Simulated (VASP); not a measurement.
Input of a VASP 6.6.1 run:

POSCAR

```
Na
1.0
   -2.1410000000      2.1410000000      2.1410000000
    2.1410000000     -2.1410000000      2.1410000000
    2.1410000000      2.1410000000     -2.1410000000
Na
1
Direct
    0.0000000000      0.0000000000      0.0000000000
```

INCAR.step1

```
SYSTEM = Na
PREC = Accurate ; ENCUT = 520
EDIFF = 1E-5 ; ISMEAR = 1
SIGMA = 0.01 ; LREAL = .False.
LASPH = .True. ; NELM = 60
ALGO = Normal ; ISIF = 2
LWAVE = .True. ; NBANDS = 10
GGA = PE
```

File INCAR.step2:

```
SYSTEM = Na
PREC = Accurate ; ENCUT = 520
EDIFF = 1E-7 ; ISMEAR = 1
SIGMA = 0.01 ; LREAL = .False.
LASPH = .True. ; NELM = 60
ALGO = Normal ; ISIF = 2
LWAVE = .False. ; LCHARG = .True.
METAGGA = R2SCAN ; LHFCALC = .True.
AEXX = 0.25 ; LMIXTAU = .True.
PRECFOCK = Normal ; LELF = .True.
LVHAR = .True. ; NBANDS = 10
ISTART = 1
```

File KPOINTS:

```
regular mesh
0
Gamma
  6 6 6
  0 0 0
```

Potentials or basis: VASP PAW PBE potentials, release 64 (Na_pv).

Launch:

```console
$ cat potpaw_PBE.64/Na_pv/POTCAR > POTCAR
$ cp INCAR.step1 INCAR
$ mpirun -np 1 vasp_std > vasp.out
$ cp INCAR.step2 INCAR
$ mpirun -np 1 vasp_std > vasp.out
```

Problem. What does it give for the band gap on the k mesh?

Solution. Zero (an odd number of electrons rules out a gap without spin polarisation).

Problem. What does it give for the pressure?

Solution. -0.1 GPa.

Caveat: the PAW data sets were made with another functional, which shifts forces and pressure a little.
